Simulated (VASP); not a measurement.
# HfC in VASP: a series of runs, part 2 of 2

VASP 6.6.1. The steps go on from the part before.

## 4. Single point, PBE (dynamics (nve) at 450 K, volume x 1.01, from the last frame before)

Contents of INCAR:

```
PREC = Accurate ; ENCUT = 520
EDIFF = 1E-6 ; ISMEAR = -1
SIGMA = 0.05 ; LREAL = Auto
LASPH = T ; NELM = 100
ALGO = Normal ; ISIF = 2
LWAVE = F ; LCHARG = F
GGA = PE ; NBANDS = 70
```

Contents of KPOINTS:

```
Automatic mesh
0
Gamma
  2 2 2
  0.5 0.5 0.5
```

Contents of POSCAR:

```
HfC
1.0
   -4.6654486185      4.6654486185      0.0000000000
   -4.6654486185      0.0000000000      4.6654486185
    0.0000000000      4.6654486185      4.6654486185
Hf C
8 8
Direct
    0.7563834239      0.7433891751      0.7441533031
    0.2445933057      0.7554697926      0.7579966664
    0.7345411514      0.2475622592      0.7586224369
    0.7507765676      0.7475430093      0.2566693148
    0.2487071651      0.2655803549      0.7390499354
    0.2681281271      0.7504339424      0.2430396501
    0.7625826134      0.2362685971      0.2429989252
    0.2352588336      0.2543498165      0.2566396284
   -0.0013722153      0.0059374783     -0.0065427792
    0.4948639860      0.0061733613     -0.0080987924
   -0.0000326871      0.4982655882      0.0015658730
   -0.0011677334     -0.0072306015      0.5070982865
    0.5037055795      0.4804816607      0.0258265624
    0.4892846726     -0.0076756820      0.4989364776
   -0.0076069855      0.5157879117      0.4986137862
    0.5078940299      0.4993906675      0.4949342901
```

Potentials or basis: VASP PAW PBE potentials, release 64 (Hf_pv, C).

Launch:

```sh
cat potpaw_PBE.64/Hf_pv/POTCAR potpaw_PBE.64/C/POTCAR > POTCAR
mpirun -np 1 vasp_std > vasp.out
```

OUTCAR:

```text
PREC = Accurate
   ENCUT = 520
   EDIFF = 1E-6
   ISMEAR = -1
   LREAL = Auto
   LASPH = T
   NELM = 100
   ISIF = 2
   GGA = PE

 ion  position               nearest neighbor table
   1  0.756  0.743  0.744-  15 2.21  12 2.30  11 2.34  10 2.38  14 2.39  13 2.41   5 3.20   4 3.22
                             6 3.26   7 3.28   2 3.29   3 3.30   3 3.30   2 3.31   7 3.32   6 3.34
   2  0.245  0.755  0.758-  14 2.25   9 2.27  12 2.32  11 2.34  16 2.42  13 2.46   6 3.26   4 3.27
                             5 3.28   3 3.29   1 3.29   8 3.30   8 3.30   3 3.31   1 3.31   5 3.32
   3  0.735  0.248  0.759-  10 2.24  16 2.29   9 2.33  13 2.34  12 2.36  15 2.45   5 3.21   7 3.25
                             8 3.29   2 3.29   4 3.29   1 3.30   1 3.30   4 3.31   2 3.31   8 3.31
[... 1374 lines left out ...]

 VOLUME and BASIS-vectors are now :
 -----------------------------------------------------------------------------
  energy-cutoff  :      520.00
  volume of cell :      203.10
      direct lattice vectors                 reciprocal lattice vectors
    -4.665448619  4.665448619  0.000000000    -0.107170830  0.107170830 -0.107170830
    -4.665448619  0.000000000  4.665448619    -0.107170830 -0.107170830  0.107170830
     0.000000000  4.665448619  4.665448619     0.107170830  0.107170830  0.107170830

 POSITION                                       TOTAL-FORCE (eV/Angst)
 -----------------------------------------------------------------------------------
     -6.99711      7.00068      6.94005        -0.056639     -0.029834      1.003615
     -4.66574      4.67753      7.06100         0.013073     -0.354857     -0.457125
     -4.58195      6.96628      4.69430        -0.633049      0.346699     -0.356087
     -6.99033      4.70019      4.68510         0.122559     -0.507135     -0.225321
     -2.39938      4.60833      4.68705         0.854712      0.682278     -0.488654
     -4.75205      2.38483      4.63500         0.830764     -0.468615      0.255454
[... 8 lines left out ...]
     -7.03634      6.95622      4.73264         0.381767      0.382958     -0.890929
     -4.69943      4.67864      4.63897         0.405633     -0.104230      0.322761
 -----------------------------------------------------------------------------------
    total drift:                                0.012849     -0.002052      0.003703

  FREE ENERGIE OF THE ION-ELECTRON SYSTEM (eV)
  ---------------------------------------------------
  free  energy   TOTEN  =      -167.4827038199 eV

  energy  without entropy=     -167.4808401614  energy(sigma->0) =     -167.48177199
```

stdout:

```text
POSCAR found type information on POSCAR HfC
 POSCAR found :  2 types and      16 ions
 scaLAPACK will be used
 LDA part: xc-table for (Slater+PW92), standard interpolation
 POSCAR, INCAR and KPOINTS ok, starting setup
 FFT: planning ... GRIDC
 FFT: planning ... GRID_SOFT
 FFT: planning ... GRID
 WAVECAR not read
 entering main loop
```

Wall time 14 min (1 thread of Intel Xeon 6975P-C, shared host); peak memory 0.43 GiB.

Results:

| Property | Result |
| --- | --- |
| Free energy | -167.4827 eV |
| Pressure | -1.2 GPa |
| Largest force | 1.791 eV/Å |
| Band gap on the k mesh | 0.51 eV |

Forces on the atoms (eV/Å):
```
Hf  -0.057 -0.030  1.004
Hf   0.013 -0.355 -0.457
Hf  -0.633  0.347 -0.356
Hf   0.123 -0.507 -0.225
Hf   0.855  0.682 -0.489
Hf   0.831 -0.469  0.255
Hf   0.122 -0.224  1.178
Hf  -0.486  0.677 -0.528
C    0.181  0.422 -0.136
C    0.050  0.418  0.149
C   -0.029 -0.142 -0.088
C   -0.261 -0.139  0.097
C   -0.671 -1.624 -0.348
C   -0.825  0.665  0.513
C    0.382  0.383 -0.891
C    0.406 -0.104  0.323
```

Caveat: the k points lie up to 0.58 Å⁻¹ apart; spin-orbit coupling is left out, which moves the levels of the heavy elements; forces of over 1 eV/Å act on the atoms, so gaps and moduli don't describe the material at rest. A k mesh can miss the band edges.

## 5. Single point, PBE (dynamics (nve) at 450 K, volume x 1.01, from the last frame before)

Contents of INCAR:

```
PREC = Accurate
ENCUT = 520
EDIFF = 1E-6
ISMEAR = -1
SIGMA = 0.05
LREAL = Auto
LASPH = T
NELM = 100
ALGO = Normal
ISIF = 2
LWAVE = F
LCHARG = F
GGA = PE
NBANDS = 70
```

KPOINTS is that of step 4.

Contents of POSCAR:

```
HfC
1.0
   -4.6654486185      4.6654486185      0.0000000000
   -4.6654486185      0.0000000000      4.6654486185
    0.0000000000      4.6654486185      4.6654486185
Hf C
8 8
Direct
    0.7581373817      0.7441260817      0.7499589613
    0.2374731972      0.7576525408      0.7568624775
    0.7459814231      0.2498415684      0.7532004502
    0.7554452504      0.7396626310      0.2535005948
    0.2475755483      0.2551338783      0.7444343050
    0.2593769858      0.7454258496      0.2447571699
    0.7545512314      0.2525512756      0.2446512851
    0.2414578087      0.2558703562      0.2546801170
    0.0008365755     -0.0067041784      0.0012734038
    0.5024685066     -0.0064778336      0.0052138609
    0.0003435897      0.4991434244     -0.0067238979
    0.0020037730      0.0007417293      0.4911685215
    0.4977170879      0.5156546983     -0.0267488746
    0.5069441748      0.0070852779      0.5025651747
    0.0003202264      0.4853874054      0.5048273366
    0.4893812336      0.5012444014      0.4980316343
```

Launch:

```sh
cat potpaw_PBE.64/Hf_pv/POTCAR potpaw_PBE.64/C/POTCAR > POTCAR
mpirun -np 1 vasp_std > vasp.out
```

Run time: 15 min. Hardware: 1 thread of Intel Xeon 6975P-C, shared host; peak memory 0.43 GiB.

Results (log left out):

| Item | Value |
| --- | --- |
| Free energy | -167.5821 eV |
| Pressure | -1.6 GPa |
| Largest force | 1.752 eV/Å |
| Band gap on the k mesh | 0.46 eV |

Forces in eV/Å, atoms in the order of the input:
```
Hf  -0.015 -1.260  0.470
Hf  -0.752  0.071 -1.221
Hf   0.398 -0.248 -0.155
Hf  -0.154 -0.946  0.999
Hf   0.047  0.855 -0.484
Hf  -0.254 -0.383  0.616
Hf   0.996  0.238 -0.171
Hf  -0.028  0.559 -1.383
C   -0.092 -0.301  0.396
C   -0.153 -0.198  0.006
C   -0.043  0.461  0.549
C   -0.042  0.104  0.300
C    0.753  1.500  0.501
C    0.576 -0.691 -0.659
C   -0.660 -0.367  0.405
C   -0.576  0.609 -0.170
```

Stress tensor (GPa, compression positive):
```
-1.81 -0.09  0.00
-0.09 -1.41 -0.21
 0.00 -0.21 -1.58
```

Levels at points of the mesh, in eV from the valence-band top:
| k point | band 53 | band 54 | band 55 | band 56 | band 57 | band 58 | band 59 | band 60 |
| --- | --- | --- | --- | --- | --- | --- | --- | --- |
| (0.25, 0.25, 0.25) | -0.46 | -0.41 | -0.06 | -0.04 | 0.52 | 0.59 | 0.70 | 2.17 |

Caveat: the k points lie up to 0.58 Å⁻¹ apart; spin-orbit coupling is left out, which moves the levels of the heavy elements; forces of over 1 eV/Å act on the atoms, so gaps and moduli don't describe the material at rest.
